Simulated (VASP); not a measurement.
Wanted: the native input for a VASP 6.6.1 run.

```
Task                   : relaxation of cell and atoms
Functional             : PBE
Potentials or basis    : VASP PAW PBE potentials, release 64 (Ge_d, Sb)
Cutoff                 : 600 eV
k mesh                 : 6 × 6 × 4
Occupations            : gaussian, width 0.1 eV
Spin                   : no spin polarisation
Dipole correction      : no
Further INCAR settings : ALGO = Normal; EDIFF = 1e-06; IBRION = 2; EDIFFG = -0.04; NSW = 90; ISIF = 3
```

The structure of Ge2Sb lies in POSCAR:

```
Ge2Sb
1.0
    3.7309549500      0.0000000000      0.0000000000
   -1.8654774700      3.2311017600      0.0000000000
    0.0000000000      0.0000000000      5.5562592400
Ge Sb
2 1
Direct
    0.0000000000      0.0000000000      0.6578728900
    0.0000000000      0.0000000000      0.3421271100
    0.0000000000      0.0000000000      0.0000000000
```

The cell was built from a structure type or drawn by symmetry, and may not be a known phase.

These files were run (other wordings do the same):

INCAR

```
SYSTEM = Ge2Sb
  PREC = Accurate
  ENCUT = 600
  EDIFF = 1E-6
  ISMEAR = 0
  SIGMA = 0.1
  LREAL = .False.
  LASPH = .True.
  NELM = 60
  ALGO = Normal
  ISIF = 3
  LWAVE = .False.
  LCHARG = .False.
  GGA = PE
  IBRION = 2
  NSW = 90
  EDIFFG = -0.04
```

KPOINTS

```
Automatic mesh
0
Gamma
  6 6 4
  0 0 0
```

Potentials or basis: VASP PAW PBE potentials, release 64 (Ge_d, Sb).

Run with:

```bash
$ cat potpaw_PBE.64/Ge_d/POTCAR potpaw_PBE.64/Sb/POTCAR > POTCAR
$ mpirun -np 1 vasp_std > vasp.out
```

It gave:

| Item | Value |
| --- | --- |
| Relaxed volume | 23.06 Å³/atom |
| Relaxed cell | a = 3.081 Å, b = 3.081 Å, c = 8.415 Å, α = 90.00°, β = 90.00°, γ = 120.00° |
| Space group after relaxing (to 0.1 Å) | P6/mmm (No. 191) |
| Pressure after relaxing | 0.1 GPa |
| Largest force after relaxing | 0.022 eV/Å |

Caveat: the highest band is partly filled, so the run has too few bands; a cell axis changed by over 15 % at a fixed basis, so the end point is rough.

It took 11 min on 1 thread of Intel Xeon 8259CL, on a shared host, peak memory 0.24 GiB.
